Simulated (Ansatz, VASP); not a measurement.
## SnS in VASP and in Ansatz

```
Sn S
1.0
    11.44551    0.00000    0.00000
     0.00000    4.02328    0.00000
     0.00000    0.00000    4.45420
Sn S
4 4
Direct
  0.12154 0.25000 0.13001
  0.37846 0.75000 0.63001
  0.62154 0.25000 0.36999
  0.87846 0.75000 0.86999
  0.84990 0.25000 0.47744
  0.65010 0.75000 0.97744
  0.34990 0.25000 0.02256
  0.15010 0.75000 0.52256
```

Alike in both runs: functional PBE; k mesh 4 × 8 × 6; occupations gaussian, width 0.02 eV; no spin polarisation.

Ansatz relaxed the structure, and its values are those at the end. VASP's run is a single point on that final structure, the one shown.

|  | VASP | Ansatz |
| --- | --- | --- |
| version | VASP 6.6.1 | Ansatz 0.2.0 |
| potentials or method | VASP PAW PBE potentials, release 64 (Sn_d, S), cutoff 500 eV | scalar-relativistic, plane waves, PAW |
| valence electrons in the cell | 80 | 80 |

Ansatz gave:

| Item | Value |
| --- | --- |
| gap on the k mesh at the Fermi level (eV) | 1.05 |
| least direct gap on the mesh (eV) | 1.34 |
| pressure (GPa) | 0.0 |

Problem. What did VASP give for the same quantities?

Solution. gap on the k mesh at the Fermi level (eV): 1.05; least direct gap on the mesh (eV): 1.33; pressure (GPa): -0.1.

The functional is the same, so the differences come from potentials, cutoffs and numerics.
